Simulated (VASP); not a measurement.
A run of VASP 6.6.1:

File INCAR:

```
ALGO = Normal ; EDIFF = 1E-8
ENCUT = 520 ; GGA = PE
ISIF = 2 ; ISMEAR = -1
ISPIN = 2 ; LASPH = T
LCHARG = F ; LEFG = T
LMAXMIX = 4 ; LORBIT = 11
LREAL = F ; LWAVE = F
MAGMOM = 0 1.5 ; NBANDS = 18
NELM = 150 ; PREC = Accurate
SIGMA = 0.05
```

Contents of KPOINTS:

```
k-points
0
Gamma
  13 13 13
```

The input POSCAR:

```
AlNi
1.0
    2.8713644765      0.0000000000      0.0000000000
    0.0000000000      2.8713644765      0.0000000000
    0.0000000000      0.0000000000      2.8713644765
Al Ni
1 1
Direct
    0.0000000000      0.0000000000      0.0000000000
    0.5000000000      0.5000000000      0.5000000000
```

Potentials or basis: VASP PAW PBE potentials, release 64 (Al, Ni).

Run with:

```sh
$ cat potpaw_PBE.64/Al/POTCAR potpaw_PBE.64/Ni/POTCAR > POTCAR
$ mpirun -np 1 vasp_std > vasp.out
```

Hardware: 1 thread of Intel(R) Xeon(R) 6975P-C (Granite Rapids), with other jobs on the host.

How long does it take, and how much memory?

It took 24 s on 1 thread of Intel(R) Xeon(R) 6975P-C (Granite Rapids), with other jobs on the host, peak memory 0.18 GiB. Counts: scf iterations 17, k points 84.
